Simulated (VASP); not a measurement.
# Y3AlN4 (Pm-3m) in VASP: a series of runs, part 2 of 2

VASP 6.6.1.

## (5) Relaxation of cell and atoms, PBE

This run uses another cell than the first one, of 16.00 Å³/atom.

The input, INCAR:

```
PREC = Accurate
ENCUT = 600
EDIFF = 1E-7
ISMEAR = 0
SIGMA = 0.1
LREAL = F
LASPH = T
NELM = 80
ALGO = Normal
ISIF = 3
LWAVE = F
LCHARG = F
GGA = PE
IBRION = 2
NSW = 90
EDIFFG = -0.04
```

The input, KPOINTS:

```
Automatic mesh
0
Gamma
  4 4 4
```

The input, POSCAR:

```
Y3AlN4
1.0
    5.0398178000      0.0000000000      0.0000000000
    0.0000000000      5.0398178000      0.0000000000
    0.0000000000      0.0000000000      5.0398178000
Y Al N
3 1 4
Direct
    0.5000000000      0.0000000000      0.5000000000
    0.5000000000      0.5000000000      0.0000000000
    0.0000000000      0.5000000000      0.5000000000
    0.0000000000      0.0000000000      0.0000000000
    0.0000000000      0.5000000000      0.0000000000
    0.5000000000      0.5000000000      0.5000000000
    0.0000000000      0.0000000000      0.5000000000
    0.5000000000      0.0000000000      0.0000000000
```

Command:

```console
> cat potpaw_PBE.64/Y_sv/POTCAR potpaw_PBE.64/Al/POTCAR potpaw_PBE.64/N/POTCAR > POTCAR
> mpirun -np 1 vasp_std > vasp.out
```

Run time: 3.3 min. Hardware: 1 thread of Intel Xeon Platinum 8488C (Sapphire Rapids), shared host; peak memory 0.28 GiB.

Results (log left out):

```
Free energy                           : -66.9626 eV
Relaxed volume                        : 13.67 Å³/atom
Relaxed cell                          : a = 4.783 Å, b = 4.783 Å, c = 4.783 Å, α = 90.00°, β = 90.00°, γ = 90.00°
Space group after relaxing (to 0.1 Å) : Pm-3m (No. 221)
Energy gained by relaxing             : 155.7 meV/atom
Ionic steps                           : 3
Pressure after relaxing               : -0.4 GPa
Band gap on the k mesh                : zero (filled and empty bands touch)
```

Step by step:
| step | energy change (eV) | largest force (eV/Å) | pressure (GPa) | volume (Å³) |
| --- | --- | --- | --- | --- |
| 1 | 0.0000 | 0.0000 | -18.37 | 128.01 |
| 2 | -0.4038 | 0.0000 | 24.47 | 96.94 |
| 3 | -1.2456 | 0.0000 | -0.38 | 109.40 |

Final structure:
```
CELL_PARAMETERS angstrom
4.78266 0.00000 0.00000
0.00000 4.78266 0.00000
0.00000 0.00000 4.78266
ATOMIC_POSITIONS crystal
Y 0.50000 0.00000 0.50000
Y 0.50000 0.50000 0.00000
Y 0.00000 0.50000 0.50000
Al 0.00000 0.00000 0.00000
N 0.00000 0.50000 0.00000
N 0.50000 0.50000 0.50000
N 0.00000 0.00000 0.50000
N 0.50000 0.00000 0.00000
```

Levels at points of the mesh, in eV from the Fermi level:
```tsv
k point	band 24	band 25	band 26	band 27	band 28	band 29	band 30	band 31	band 32	band 33
(0.00, 0.00, 0.00)	-0.33	-0.33	-0.33	-0.03	-0.03	-0.03	0.70	0.70	0.70	4.23
(0.50, 0.00, 0.00)	-1.31	-0.69	-0.69	-0.38	-0.38	1.35	2.84	2.88	4.26	4.26
(0.50, 0.50, 0.00)	-2.21	-1.47	-1.16	-1.16	-0.92	4.33	4.70	4.81	4.83	4.86
(0.50, 0.50, 0.50)	-2.31	-2.31	-2.31	-1.20	-1.20	3.91	3.91	3.91	5.26	6.18
```

Caveat: semilocal functionals underestimate gaps, and a narrow one can read as zero.

## (6) Relaxation of cell and atoms, PBE

The input, INCAR:

```
SYSTEM = Y3AlN4
PREC = Accurate
ENCUT = 600
EDIFF = 1E-6
ISMEAR = 0
SIGMA = 0.1
LREAL = .FALSE.
LASPH = .TRUE.
NELM = 100
ALGO = Normal
ISIF = 3
LWAVE = .FALSE.
LCHARG = .FALSE.
GGA = PE
IBRION = 2
NSW = 100
EDIFFG = -0.01
```

The input, KPOINTS:

```
Automatic mesh
0
G
  8 8 8
  0 0 0
```

POSCAR, as its differences from that of step 5:

```diff
@@ -2,5 +2,5 @@
 1.0
-    5.0398178000      0.0000000000      0.0000000000
-    0.0000000000      5.0398178000      0.0000000000
-    0.0000000000      0.0000000000      5.0398178000
+    4.7821709044      0.0000000000      0.0000000000
+    0.0000000000      4.7821709044      0.0000000000
+    0.0000000000      0.0000000000      4.7821709044
 Y Al N
```

Potentials or basis: VASP PAW PBE potentials, release 64 (Y_sv, Al, N).

Command:

```console
> cat potpaw_PBE.64/Y_sv/POTCAR potpaw_PBE.64/Al/POTCAR potpaw_PBE.64/N/POTCAR > POTCAR
> mpirun -np 1 vasp_std > vasp.out
```

OUTCAR:

```text
SYSTEM = Y3AlN4
   PREC = Accurate
   ENCUT = 600
   EDIFF = 1E-6
   ISMEAR = 0
   LREAL = .FALSE.
   LASPH = .TRUE.
   NELM = 100
   ISIF = 3
   GGA = PE
   IBRION = 2
   NSW = 100
   EDIFFG = -0.01

 ion  position               nearest neighbor table
   1  0.500  0.000  0.500-   6 2.39   7 2.39   8 2.39   8 2.39   6 2.39   7 2.39   2 3.38   4 3.38
                             2 3.38   2 3.38   3 3.38   3 3.38   2 3.38   3 3.38   4 3.38   4 3.38
   2  0.500  0.500  0.000-   5 2.39   6 2.39   8 2.39   6 2.39   8 2.39   5 2.39   1 3.38   3 3.38
                             1 3.38   1 3.38   4 3.38   3 3.38   1 3.38   3 3.38   4 3.38   4 3.38
   3  0.000  0.500  0.500-   5 2.39   6 2.39   7 2.39   5 2.39   7 2.39   6 2.39   2 3.38   4 3.38
                             1 3.38   1 3.38   4 3.38   2 3.38   4 3.38   1 3.38   2 3.38   4 3.38
   4  0.000  0.000  0.000-   5 2.39   7 2.39   8 2.39   7 2.39   5 2.39   8 2.39   1 3.38   3 3.38
                             1 3.38   2 3.38   3 3.38   2 3.38   3 3.38   1 3.38   2 3.38   3 3.38
   5  0.000  0.500  0.000-   2 2.39   3 2.39   4 2.39   3 2.39   4 2.39   2 2.39
   6  0.500  0.500  0.500-   1 2.39   2 2.39   3 2.39   2 2.39   1 2.39   3 2.39
   7  0.000  0.000  0.500-   1 2.39   3 2.39   4 2.39   4 2.39   3 2.39   1 2.39
   8  0.500  0.000  0.000-   1 2.39   2 2.39   4 2.39   1 2.39   2 2.39   4 2.39

  LATTYP: Found a simple cubic cell.
 ALAT       =     4.7821709044

  Lattice vectors:

 A1 = (   4.7821709044,   0.0000000000,   0.0000000000)
 A2 = (   0.0000000000,   4.7821709044,   0.0000000000)
 A3 = (   0.0000000000,   0.0000000000,   4.7821709044)

Analysis of symmetry for initial positions (statically):
=====================================================================
 Subroutine PRICEL returns:
 Original cell was already a primitive cell.

 Routine SETGRP: Setting up the symmetry group for a
 simple cubic supercell.

 Subroutine GETGRP returns: Found 48 space group operations
 (whereof 48 operations were pure point group operations)
 out of a pool of 48 trial point group operations.

The static configuration has the point symmetry O_h .

Analysis of symmetry for dynamics (positions and initial velocities):
=====================================================================
 Subroutine PRICEL returns:
[... 155 lines left out ...]
  energy-cutoff  :      600.00
  volume of cell :      109.36
 maximum number of plane-waves:      3743
 NGX is ok and might be reduce to    40
   NGX = 19   NGY = 19   NGZ = 19

--------------------------------------- Ionic step        1  -------------------------------------------

 number of electron      55.9999994 magnetization

 Free energy of the ion-electron system (eV)
  ---------------------------------------------------
  ext. energy  EPLUGINS =         0.00000000
  ---------------------------------------------------
  free energy    TOTEN  =       -66.95673828 eV

  energy without entropy =      -66.95629138  energy(sigma->0) =      -66.95651483

------------------------ aborting loop because EDIFF is reached ----------------------------------------

  FORCE on cell =-STRESS in cart. coord.  units (eV):
  Direction    XX          YY          ZZ          XY          YZ          ZX
  --------------------------------------------------------------------------------------
  -------------------------------------------------------------------------------------
  Total       -0.3361344     -0.3361344     -0.3361344     -0.0000000      0.0000000      0.0000000
  in kB       -4.9243420     -4.9243420     -4.9243420     -0.0000000      0.0000000      0.0000000
  external PRESSURE =      -4.9243420 kB  Pullay stress =       0.0000000 kB
[... 71 lines left out ...]
--------------------------------------- Ionic step        3  -------------------------------------------

 number of electron      55.9999994 magnetization

 Free energy of the ion-electron system (eV)
  ---------------------------------------------------
  ext. energy  EPLUGINS =         0.00000000
  ---------------------------------------------------
  free energy    TOTEN  =       -66.95724194 eV

  energy without entropy =      -66.95679532  energy(sigma->0) =      -66.95701863

 E-fermi :   4.8317     XC(G=0): -11.2248

 val. band max:        4.7807007082   @ k =   0.0000   0.0000   0.0000
 cond. band min:       5.1773687617   @ k =   0.1250   0.0000   0.0000
 fundamental gap:      0.3966680534
 Fermi energy:         4.8316728523

 k-point     1 :       0.0000    0.0000    0.0000
  band No.  band energies     occupation
      1     -35.7867      2.00000
      2     -35.6276      2.00000
      3     -35.6276      2.00000
      4     -16.2805      2.00000
      5     -16.2805      2.00000
      6     -16.2805      2.00000
[... 853 lines left out ...]
     32       9.5517      0.00000
     33       9.7283      0.00000

 [... further k-points ...]

------------------------ aborting loop because EDIFF is reached ----------------------------------------

  FORCE on cell =-STRESS in cart. coord.  units (eV):
  Direction    XX          YY          ZZ          XY          YZ          ZX
  --------------------------------------------------------------------------------------
  -------------------------------------------------------------------------------------
  Total        0.0021149      0.0021149      0.0021149      0.0000000      0.0000000     -0.0000000
  in kB        0.0310772      0.0310772      0.0310772      0.0000000      0.0000000     -0.0000000
  external PRESSURE =       0.0310772 kB  Pullay stress =       0.0000000 kB
[... 23 lines left out ...]
  FREE ENERGIE OF THE ION-ELECTRON SYSTEM (eV)
  ---------------------------------------------------
  free  energy   TOTEN  =       -66.9572419383 eV

  energy  without entropy=      -66.9567953173  energy(sigma->0) =      -66.95701863

 reached required accuracy - stopping structural energy minimisation
```

Wall time 6.3 min (1 thread of Intel Xeon Platinum 8488C (Sapphire Rapids), shared host); peak memory 0.35 GiB.

What came out:

| Item | Value |
| --- | --- |
| Free energy | -66.9572 eV |
| Relaxed volume | 13.63 Å³/atom |
| Relaxed cell | a = 4.777 Å, b = 4.777 Å, c = 4.777 Å, α = 90.00°, β = 90.00°, γ = 90.00° |
| Space group after relaxing (to 0.1 Å) | Pm-3m (No. 221) |
| Energy gained by relaxing | 0.1 meV/atom |
| Ionic steps | 3 |
| Pressure after relaxing | 0.0 GPa |
| Band gap on the k mesh | zero (filled and empty bands touch) |

Step by step:
| step | energy change (eV) | largest force (eV/Å) | pressure (GPa) | volume (Å³) |
| --- | --- | --- | --- | --- |
| 1 | 0.0000 | 0.0000 | -0.49 | 109.36 |
| 2 | 0.0000 | 0.0000 | 0.49 | 108.70 |
| 3 | -0.0005 | 0.0000 | 0.00 | 109.03 |

Final structure:
```
CELL_PARAMETERS angstrom
4.77736 0.00000 0.00000
0.00000 4.77736 0.00000
0.00000 0.00000 4.77736
ATOMIC_POSITIONS crystal
Y 0.50000 0.00000 0.50000
Y 0.50000 0.50000 0.00000
Y 0.00000 0.50000 0.50000
Al 0.00000 0.00000 0.00000
N 0.00000 0.50000 0.00000
N 0.50000 0.50000 0.50000
N 0.00000 0.00000 0.50000
N 0.50000 0.00000 0.00000
```

Levels at points of the mesh, in eV from the Fermi level:
```
           k point  band 24  band 25  band 26  band 27  band 28  band 29  band 30  band 31  band 32  band 33
(0.00, 0.00, 0.00)    -0.35    -0.35    -0.35    -0.05    -0.05    -0.05     0.68     0.68     0.68     4.21
(0.50, 0.00, 0.00)    -1.32    -0.72    -0.72    -0.40    -0.40     1.33     2.82     2.85     4.25     4.25
(0.50, 0.50, 0.00)    -2.24    -1.47    -1.19    -1.19    -0.96     4.31     4.69     4.79     4.81     4.81
(0.50, 0.50, 0.50)    -2.34    -2.34    -2.34    -1.25    -1.25     3.88     3.88     3.88     5.25     6.19
```

Caveat: semilocal functionals underestimate gaps, and a narrow one can read as zero.

## (7) The runs side by side

| task | cell | k mesh | cutoff (eV) | gap on the mesh (eV) | pressure (GPa) | relaxed volume (Å³/atom) |
| --- | --- | --- | --- | --- | --- | --- |
| single point | a = 4.782 Å, 8 atoms | 4 × 4 × 4 | 520 | none | -0.2 | - |
| single point | a = 5.040 Å, 8 atoms | 4 × 4 × 4 | 520 | none | -18.3 | - |
| single point | a = 4.780 Å, 8 atoms | 8 × 8 × 8 | 520 | none | -0.2 | - |
| relaxation of cell and atoms | relaxed from a = 5.040 Å, 8 atoms | 4 × 4 × 4 | 600 | none | -0.4 | 13.67 |
| relaxation of cell and atoms | relaxed from a = 4.782 Å, 8 atoms | 8 × 8 × 8 | 600 | none | 0.0 | 13.63 |

Alike in all rows: level PBE; potentials or basis VASP PAW PBE potentials, release 64 (Y_sv, Al, N); no spin polarisation; smearing gaussian 0.1 eV.

Caveats: semilocal functionals underestimate gaps, and a narrow one can read as zero; the cell stands under tension (at least some runs).

Absolute energies hang on the potentials; compare differences alone.

The gap in the log of VASP goes by the Fermi energy; the results here count the filled bands.